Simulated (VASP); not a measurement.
Set up this calculation in VASP 6.6.1, as the native input.

- Task: relaxation of cell and atoms
- Functional: PBEsol
- Potentials or basis: VASP PAW PBE potentials, release 64 (B, N)
- Cutoff: 600 eV
- k mesh: 12 × 12 × 6
- Occupations: fermi-dirac, width 0.02 eV
- Spin: no spin polarisation
- Dipole correction: no
- Further INCAR settings: ALGO = Normal; EDIFF = 1e-07; IBRION = 2; EDIFFG = -0.005; NSW = 80; ISIF = 3

The structure of BN lies in POSCAR:

```
BN
1.0
    2.5545044022      0.0000000000      0.0000000000
   -1.2772522011      2.2122657064      0.0000000000
    0.0000000000      0.0000000000      4.2245317495
B N
2 2
Direct
    0.6666666667      0.3333333333      0.0001896643
    0.3333333333      0.6666666667      0.5001896643
    0.6666666667      0.3333333333      0.3748103357
    0.3333333333      0.6666666667      0.8748103357
```

One way to write it, as run:

INCAR

```
SYSTEM = BN
  PREC = Accurate
  ENCUT = 600
  EDIFF = 1E-7
  ISMEAR = -1
  SIGMA = 0.02
  LREAL = .False.
  LASPH = .True.
  NELM = 60
  ALGO = Normal
  ISIF = 3
  LWAVE = .False.
  LCHARG = .False.
  GGA = PS
  IBRION = 2
  NSW = 80
  EDIFFG = -0.005
```

KPOINTS

```
regular mesh
0
Gamma
  12 12 6
  0 0 0
```

Potentials or basis: VASP PAW PBE potentials, release 64 (B, N).

Launch:

```sh
$ cat potpaw_PBE.64/B/POTCAR potpaw_PBE.64/N/POTCAR > POTCAR
$ mpirun -np 1 vasp_std > vasp.out
```

It gave:

```
Relaxed volume                         : 5.88 Å³/atom
Relaxed cell                           : a = 2.542 Å, b = 2.542 Å, c = 4.204 Å, α = 90.00°, β = 90.00°, γ = 120.00°
Space group after relaxing (to 0.05 Å) : P6_3mc (No. 186)
Energy gained by relaxing              : 1.6 meV/atom
Ionic steps                            : 6
Pressure after relaxing                : 0.0 GPa
Band gap on the k mesh                 : 4.95 eV, indirect (least direct gap 8.22 eV)
```

Caveat: the PAW data sets were made with another functional, which shifts forces and pressure a little.

Run time: 95 s on 1 thread of AMD EPYC 7R43 64-Core Processor (Zen 3), with other jobs on the host, peak memory 0.11 GiB.
